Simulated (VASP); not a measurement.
Set up this calculation in VASP 6.6.1, as the native input.

| Quantity | Value |
| --- | --- |
| Task | single point |
| Functional | r2SCAN |
| Potentials or basis | VASP PAW PBE potentials, release 64 (K_sv, S) |
| Cutoff | 550 eV |
| k mesh | 6 × 6 × 6 |
| Occupations | gaussian, width 0.01 eV |
| Spin | no spin polarisation |
| Dipole correction | no |
| Further INCAR settings | ALGO = Normal; EDIFF = 1e-06; NBANDS = 19 |

Crystal: K2S.

```xyz
3
Lattice="3.4463 3.4463 0.0000 -3.4463 3.4463 0.0000 0.0000 3.4463 3.4463" Properties=species:S:1:pos:R:3 pbc="T T T"
K    -1.7232    5.1695    1.7232
K     1.7232    5.1695    1.7232
S     0.0000    0.0000    0.0000
```

The input as run:

POSCAR

```
K2S
1.0
    3.4463446557      3.4463446557      0.0000000000
   -3.4463446557      3.4463446557      0.0000000000
    0.0000000000      3.4463446557      3.4463446557
K S
2 1
Direct
    0.2500000000      0.7500000000      0.5000000000
    0.7500000000      0.2500000000      0.5000000000
    0.0000000000      0.0000000000      0.0000000000
```

INCAR.step1

```
SYSTEM = K2S
PREC     = Accurate       ! precision mode
ENCUT    = 550            ! plane-wave cutoff, eV
ISMEAR   = 0              ! smearing method
SIGMA    = 0.01           ! smearing width, eV
LREAL    = .FALSE.        ! projectors in reciprocal space
LASPH    = .TRUE.         ! aspherical terms in the spheres
NELM     = 120            ! most SCF steps
NBANDS   = 19             ! bands
GGA      = PE             ! functional
ALGO     = Normal         ! electronic algorithm
EDIFF    = 1E-5           ! SCF threshold, eV
LWAVE    = .TRUE.         ! write WAVECAR
LCHARG   = .FALSE.        ! write CHGCAR
GGA_COMPAT= .FALSE.
```

INCAR.step2

```
SYSTEM = K2S
PREC     = Accurate       ! precision mode
ENCUT    = 550            ! plane-wave cutoff, eV
EDIFF    = 1E-6           ! SCF threshold, eV
ISMEAR   = 0              ! smearing method
SIGMA    = 0.01           ! smearing width, eV
LREAL    = .FALSE.        ! projectors in reciprocal space
LASPH    = .TRUE.         ! aspherical terms in the spheres
NELM     = 120            ! most SCF steps
ALGO     = Normal         ! electronic algorithm
ISIF     = 2              ! what is computed and relaxed
LWAVE    = .FALSE.        ! write WAVECAR
LCHARG   = .FALSE.        ! write CHGCAR
METAGGA  = R2SCAN         ! meta-GGA
LMIXTAU  = .TRUE.       
NBANDS   = 19             ! bands
ISTART   = 1            
GGA_COMPAT= .FALSE.
```

KPOINTS

```
regular mesh
0
G
  6 6 6
  0 0 0
```

Potentials or basis: VASP PAW PBE potentials, release 64 (K_sv, S).

Run with:

```bash
$ cat potpaw_PBE.64/K_sv/POTCAR potpaw_PBE.64/S/POTCAR > POTCAR
$ cp INCAR.step1 INCAR
$ mpirun -np 1 vasp_std > vasp.out
$ cp INCAR.step2 INCAR
$ mpirun -np 1 vasp_std > vasp.out
```

It gave:

| Property | Result |
| --- | --- |
| Pressure | 7.1 GPa |
| Band gap on the k mesh | 3.31 eV (least direct gap 3.69 eV) |

Caveat: the cell stands under pressure; the PAW data sets were made with another functional, which shifts forces and pressure a little.

Run time: 88 s on 1 thread of AMD EPYC 9R45 96-Core Processor (Zen 5), on a shared host, peak memory 0.22 GiB.
